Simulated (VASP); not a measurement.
# Na (Fmmm) in VASP: a series of runs

Runs on Na. Level: PBEsol. Tasks: single point.

All numbers are computed with VASP 6.6.1; they aren't measurements. Logs are shortened: lines on timing, memory, paths and dates and some standing lists are left out, and cuts for length are marked.

**1. The cell of the first run**

The structure is orthorhombic, space group Fmmm (No. 69). Conventional cell: a = 4.235 Å, b = 5.854 Å, c = 6.124 Å, α = 90.00°, β = 90.00°, γ = 90.00°. Na (site symmetry mmm) has 14 Na at 3.61 to 4.24 Å within 4.7 Å.

**2. Single point, PBEsol (strain +0.0450 x Voigt [0, 0, 0, 0, 0, 1])**

File INCAR:

```
PREC = Accurate
ENCUT = 520
EDIFF = 1E-6
ISMEAR = 0
SIGMA = 0.15
LREAL = False
LASPH = True
NELM = 100
ALGO = Normal
ISIF = 2
LWAVE = False
LCHARG = False
GGA = PS
NBANDS = 10
```

File KPOINTS:

```
Automatic mesh
0
Gamma
  16 16 16
```

File POSCAR:

```
Na
1.0
   -2.0698562500      2.0698562500      2.1175000000
    2.0698562500     -2.0698562500      2.1175000000
    2.1651437500      2.1651437500     -2.1175000000
Na
1
Direct
    0.0000000000      0.0000000000      0.0000000000
```

Potentials or basis: VASP PAW PBE potentials, release 64 (Na_pv).

Command:

```sh
$ cat potpaw_PBE.64/Na_pv/POTCAR > POTCAR
$ mpirun -np 1 vasp_std > vasp.out
```

OUTCAR:

```text
PREC = Accurate
   ENCUT = 520
   EDIFF = 1E-6
   ISMEAR = 0
   LREAL = False
   LASPH = True
   NELM = 100
   ISIF = 2
   GGA = PS

 ion  position               nearest neighbor table
   1  0.000  0.000  0.000-

  LATTYP: Found a face centered orthorhombic cell.
 ALAT       =     4.2350000000
 B/A-ratio  =     1.3823937572
 C/A-ratio  =     1.4460333675

  Lattice vectors:

 A1 = (   4.2350000000,   0.0952875000,   0.0000000000)
 A2 = (   2.1651437500,   2.1651437500,   2.1175000000)
 A3 = (   2.0698562500,  -2.0698562500,   2.1175000000)

Analysis of symmetry for initial positions (statically):
=====================================================================
 Subroutine PRICEL returns:
 Original cell was already a primitive cell.

 Routine SETGRP: Setting up the symmetry group for a
 face centered orthorhombic supercell.

 Subroutine GETGRP returns: Found  8 space group operations
 (whereof  8 operations were pure point group operations)
 out of a pool of  8 trial point group operations.

The static configuration has the point symmetry D_2h.

Analysis of symmetry for dynamics (positions and initial velocities):
=====================================================================
 Subroutine PRICEL returns:
 Original cell was already a primitive cell.

 Routine SETGRP: Setting up the symmetry group for a
 face centered orthorhombic supercell.

 Subroutine GETGRP returns: Found  8 space group operations
 (whereof  8 operations were pure point group operations)
 out of a pool of  8 trial point group operations.

The dynamic configuration has the point symmetry D_2h.

 Subroutine INISYM returns: Found  8 space group operations
 (whereof  8 operations are pure point group operations),
 and found     1 'primitive' translations

----------------------------------------------------------------------------------------

                                     Primitive cell

  volume of cell :      37.9586

  direct lattice vectors                    reciprocal lattice vectors
    -2.069856250  2.069856250  2.117500000    -0.005315560  0.236247109  0.236127509
     2.069856250 -2.069856250  2.117500000     0.236247109 -0.005315560  0.236127509
     2.165143750  2.165143750 -2.117500000     0.230931549  0.230931549  0.000000000

  length of vectors
     3.612812760  3.612812760  3.722835098     0.334061599  0.334061599  0.326586529

  position of ions in fractional coordinates (direct lattice)
     0.000000000  0.000000000  0.000000000

  ion indices of the primitive-cell ions
   primitive index   ion index
[... 73 lines left out ...]
   EDIFF  = 0.1E-05   stopping-criterion for ELM
   LREAL  =      F    real-space projection
   EDIFFG = 0.1E-04   stopping-criterion for IOM
   NSW    =      0    number of steps for IOM
   IBRION =     -1    ionic relax: 0-MD 1-quasi-New 2-CG
   NFREE  =      0    steps in history (QN), initial steepest desc. (CG)
   ISIF   =      2    stress and relaxation
   ISYM   =      2    0-nonsym 1-usesym 2-fastsym
   POTIM  = 0.5000    time-step for ionic-motion
   TEBEG  =    0.0;   TEEND  =   0.0 temperature during run
   PSTRESS=    0.0 pullay stress
   NELECT =       7.0000    total number of electrons
   NUPDOWN=      -1.0000    fix difference up-down
   EMIN   =  10.00;   EMAX   =-10.00  energy-range for DOS
   EFERMI =   0.00;   METHOD = LEGACY
   ISMEAR =     0;   SIGMA  =   0.15  broadening in eV -4-tet -1-fermi 0-gaus
   EFERMI_NEDOS =   21; number of points for ismear=-14 and -15
   IALGO  =     38    algorithm
   IMIX   =      4    mixing-type and parameters
     AMIX     =   0.40;   BMIX     =  1.00
     AMIX_MAG =   1.60;   BMIX_MAG =  1.00
  volume/ion in A,a.u.               =      37.96       256.16
  Fermi-wavevector in a.u.,A,eV,Ry     =   0.931832  1.760906 11.814075  0.868310
  Thomas-Fermi vector in A             =   2.058366
   LORBIT       =      0    0 simple, 1 ext, 2 COOP (PROOUT), +10 PAW based schemes
   GGA     = PS    functional components
   LHFCALC =     F    Hartree Fock is set to
   AEXX    =    0.0000 exact exchange contribution
   IVDW    =     0    specifies the selected vdW correction
   LEPSILON=     F    determine dielectric tensor
   LRPA    =     F    only Hartree local field effects (RPA)
 non-spin polarized calculation
 Gauss-broadening in eV      SIGMA  =   0.15
  energy-cutoff  :      520.00
  volume of cell :       37.96
 maximum number of plane-waves:      1056
   NGX = 13   NGY = 13   NGZ = 13

 number of electron       7.0000005 magnetization

 Free energy of the ion-electron system (eV)
  ---------------------------------------------------
  ext. energy  EPLUGINS =         0.00000000
  ---------------------------------------------------
  free energy    TOTEN  =        -1.39923361 eV

  energy without entropy =       -1.39410159  energy(sigma->0) =       -1.39666760

 E-fermi :   0.2429     XC(G=0):  -6.4391

 val. band max:        0.2403767440   @ k =  -0.1250  -0.4375   0.1875
 cond. band min:       0.2578922111   @ k =  -0.1875   0.4375   0.1250
 fundamental gap:      0.0175154671
 Fermi energy:         0.2429451320

 k-point     1 :       0.0000    0.0000    0.0000
  band No.  band energies     occupation
      1     -24.5675      2.00000
      2     -24.5670      2.00000
      3     -24.5665      2.00000
      4      -2.9882      2.00000
      5      11.5562      0.00000
      6      11.7126      0.00000
      7      11.9366      0.00000
      8      12.7535      0.00000
      9      12.8188      0.00000
     10      13.0910      0.00000
[... 287 lines left out ...]
 k-point    24 :      -0.0625    0.0625    0.0000
  band No.  band energies     occupation
      1     -24.5689      2.00000
      2     -24.5675      2.00000
      3     -24.5664      2.00000
      4      -2.9174      2.00000
      5      11.2318      0.00000
      6      11.4083      0.00000
      7      11.4137      0.00000
      8      11.9604      0.00000
      9      12.1557      0.00000
     10      12.8726      0.00000

 [... further k-points ...]
[... 5 lines left out ...]
  --------------------------------------------------------------------------------------
  -------------------------------------------------------------------------------------
  Total       -0.0821492     -0.0821492     -0.0771557     -0.0673454      0.0000000      0.0000000
  in kB       -3.4673951     -3.4673951     -3.2566289     -2.8425517      0.0000000      0.0000000
  external PRESSURE =      -3.3971397 kB  Pullay stress =       0.0000000 kB

 VOLUME and BASIS-vectors are now :
 -----------------------------------------------------------------------------
  energy-cutoff  :      520.00
  volume of cell :       37.96
      direct lattice vectors                 reciprocal lattice vectors
    -2.069856250  2.069856250  2.117500000    -0.005315560  0.236247109  0.236127509
     2.069856250 -2.069856250  2.117500000     0.236247109 -0.005315560  0.236127509
     2.165143750  2.165143750 -2.117500000     0.230931549  0.230931549  0.000000000

 POSITION                                       TOTAL-FORCE (eV/Angst)
 -----------------------------------------------------------------------------------
      0.00000      0.00000      0.00000         0.000000      0.000000      0.000000
 -----------------------------------------------------------------------------------
    total drift:                               -0.000000     -0.000000     -0.000000

  FREE ENERGIE OF THE ION-ELECTRON SYSTEM (eV)
  ---------------------------------------------------
  free  energy   TOTEN  =        -1.3992336104 eV

  energy  without entropy=       -1.3941015883  energy(sigma->0) =       -1.39666760
```

OSZICAR:

```text
N       E                     dE             d eps       ncg     rms          rms(c)
DAV:   1     0.273574767476E+02    0.27357E+02   -0.37711E+03 12438   0.581E+02
DAV:   2    -0.783451610986E+00   -0.28141E+02   -0.28002E+02 12774   0.147E+02
DAV:   3    -0.139640520608E+01   -0.61295E+00   -0.61251E+00 15224   0.237E+01
DAV:   4    -0.140123425118E+01   -0.48290E-02   -0.48286E-02 14594   0.205E+00
DAV:   5    -0.140130418182E+01   -0.69931E-04   -0.69930E-04 14078   0.242E-01    0.234E-01
DAV:   6    -0.139971254714E+01    0.15916E-02   -0.27712E-03 14576   0.766E-01    0.142E-01
DAV:   7    -0.139928690077E+01    0.42565E-03   -0.24931E-03 13962   0.649E-01    0.457E-02
DAV:   8    -0.139923333811E+01    0.53563E-04   -0.19999E-04 14114   0.245E-01    0.209E-03
DAV:   9    -0.139923361039E+01   -0.27228E-06   -0.70765E-07  9308   0.954E-03
   1 F= -.13992336E+01 E0= -.13966676E+01  d E =-.513202E-02
```

stdout:

```text
POSCAR found type information on POSCAR Na
 POSCAR found :  1 types and       1 ions
 scaLAPACK will be used
 -----------------------------------------------------------------------------
|                                                                             |
|                                                                             |
|     You enforced a specific xc type in the INCAR file but a different       |
|     I HOPE YOU KNOW WHAT YOU ARE DOING!                                     |
|                                                                             |
 -----------------------------------------------------------------------------

 LDA part: xc-table for (Slater+PW92), standard interpolation
 POSCAR, INCAR and KPOINTS ok, starting setup
 FFT: planning ... GRIDC
 FFT: planning ... GRID_SOFT
 FFT: planning ... GRID
 WAVECAR not read
 entering main loop
```

It took 74 s on 1 thread of Intel Xeon Platinum 8488C (Sapphire Rapids), shared host; peak memory 0.3 GiB.

Results:

- Free energy: -1.3992 eV
- Pressure: -0.3 GPa

Caveat: the cell differs from its parent crystal (strain +0.0450 x Voigt [0, 0, 0, 0, 0, 1]); the PAW data sets were made with another functional, which shifts forces and pressure a little.

**3. Single point, PBEsol (strain -0.0300 x Voigt [0, 0, 0, 0, 0, 1])**

File INCAR:

```
SYSTEM = Na
  PREC = Accurate
  ENCUT = 520
  EDIFF = 1E-7
  ISMEAR = 0
  SIGMA = 0.15
  LREAL = .FALSE.
  LASPH = .TRUE.
  NELM = 100
  ALGO = Normal
  ISIF = 2
  LWAVE = .FALSE.
  LCHARG = .FALSE.
  GGA = PS
  NBANDS = 10
```

File KPOINTS:

```
Automatic mesh
0
G
  16 16 16
  0 0 0
```

File POSCAR:

```
Na
1.0
   -2.1492625000      2.1492625000      2.1175000000
    2.1492625000     -2.1492625000      2.1175000000
    2.0857375000      2.0857375000     -2.1175000000
Na
1
Direct
    0.0000000000      0.0000000000      0.0000000000
```

Potentials or basis: VASP PAW PBE potentials, release 64 (Na_pv).

Command:

```sh
$ cat potpaw_PBE.64/Na_pv/POTCAR > POTCAR
$ mpirun -np 1 vasp_std > vasp.out
```

Wall time 91 s (1 thread of Intel Xeon Platinum 8488C (Sapphire Rapids), shared host); peak memory 0.3 GiB.

The run converged. Its results:

- Free energy: -1.4001 eV
- Pressure: -0.3 GPa

Stress tensor (GPa, compression positive):
```
-0.33  0.19  0.00
 0.19 -0.33  0.00
 0.00  0.00 -0.32
```

Levels at points of the mesh, in eV from the Fermi level:
```
           k point  band 1  band 2  band 3  band 4  band 5  band 6
(0.00, 0.00, 0.00)  -24.81  -24.81  -24.81   -3.23   11.44   11.50
(0.50, 0.00, 0.00)  -24.84  -24.82  -24.81    0.74    1.20    8.08
(0.50, 0.50, 0.00)  -24.84  -24.82  -24.81    0.64    1.06    8.18
(0.00, 0.00, 0.50)  -24.84  -24.82  -24.81    0.85    1.34    8.02
(0.50, 0.50, 0.50)  -24.83  -24.83  -24.83    4.47    4.48    4.78
```

Caveat: the cell differs from its parent crystal (strain -0.0300 x Voigt [0, 0, 0, 0, 0, 1]); the PAW data sets were made with another functional, which shifts forces and pressure a little.

**4. Single point, PBEsol (strain +0.0525 x Voigt [0, 0, 0, 0, 0, 1])**

File INCAR:

```
PREC     = Accurate       # precision mode
ENCUT    = 520            # plane-wave cutoff, eV
EDIFF    = 1E-6           # SCF threshold, eV
ISMEAR   = 0              # smearing method
SIGMA    = 0.15           # smearing width, eV
LREAL    = F              # projectors in reciprocal space
LASPH    = T              # aspherical terms in the spheres
NELM     = 100            # most SCF steps
ALGO     = Normal         # electronic algorithm
ISIF     = 2              # what is computed and relaxed
LWAVE    = F              # write WAVECAR
LCHARG   = F              # write CHGCAR
GGA      = PS             # functional
NBANDS   = 10             # bands
```

File KPOINTS:

```
Automatic mesh
0
Gamma
  16 16 16
```

File POSCAR:

```
Na
1.0
   -2.0619156250      2.0619156250      2.1175000000
    2.0619156250     -2.0619156250      2.1175000000
    2.1730843750      2.1730843750     -2.1175000000
Na
1
Direct
    0.0000000000      0.0000000000      0.0000000000
```

Command:

```sh
$ cat potpaw_PBE.64/Na_pv/POTCAR > POTCAR
$ mpirun -np 1 vasp_std > vasp.out
```

Run time: 79 s. Hardware: 1 thread of Intel Xeon Platinum 8488C (Sapphire Rapids), shared host; peak memory 0.3 GiB.

It converged, with:

```
Free energy : -1.3987 eV
Pressure    : -0.3 GPa
```

Stress tensor (GPa, compression positive):
```
-0.35 -0.33  0.00
-0.33 -0.35  0.00
 0.00  0.00 -0.32
```

Levels at points of the mesh, in eV from the Fermi level:
```csv
k point,band 1,band 2,band 3,band 4,band 5,band 6,band 7,band 8
"(0.00, 0.00, 0.00)",-24.81,-24.81,-24.81,-3.23,11.24,11.45,11.71,12.40
"(0.50, 0.00, 0.00)",-24.85,-24.82,-24.81,0.74,1.20,8.04,8.62,9.52
"(0.50, 0.50, 0.00)",-24.85,-24.83,-24.81,0.93,1.44,7.96,8.74,8.93
"(0.00, 0.00, 0.50)",-24.84,-24.82,-24.81,0.56,0.96,8.24,9.25,9.32
"(0.50, 0.50, 0.50)",-24.84,-24.84,-24.83,4.47,4.49,4.76,4.80,4.88
```

Caveat: the cell differs from its parent crystal (strain +0.0525 x Voigt [0, 0, 0, 0, 0, 1]); the PAW data sets were made with another functional, which shifts forces and pressure a little.

**5. The runs side by side**

```csv
cell,gap on the mesh (eV),pressure (GPa)
"a = 3.613, b = 3.613, c = 3.723 Å, angles 109.5, 109.5, 108.2°, 1 atom",none,-0.3
"a = 3.704, b = 3.704, c = 3.631 Å, angles 109.5, 109.5, 110.3°, 1 atom",none,-0.3
"a = 3.604, b = 3.604, c = 3.732 Å, angles 109.5, 109.5, 108.0°, 1 atom",none,-0.3
```

Alike in all rows: task single point; level PBEsol; potentials or basis VASP PAW PBE potentials, release 64 (Na_pv); no spin polarisation; k mesh 16 × 16 × 16; cutoff (eV) 520; smearing gaussian 0.15 eV.

Caveats: the PAW data sets were made with another functional, which shifts forces and pressure a little.

Total energies depend on the potentials used, so only differences within one code and one set of settings carry meaning.
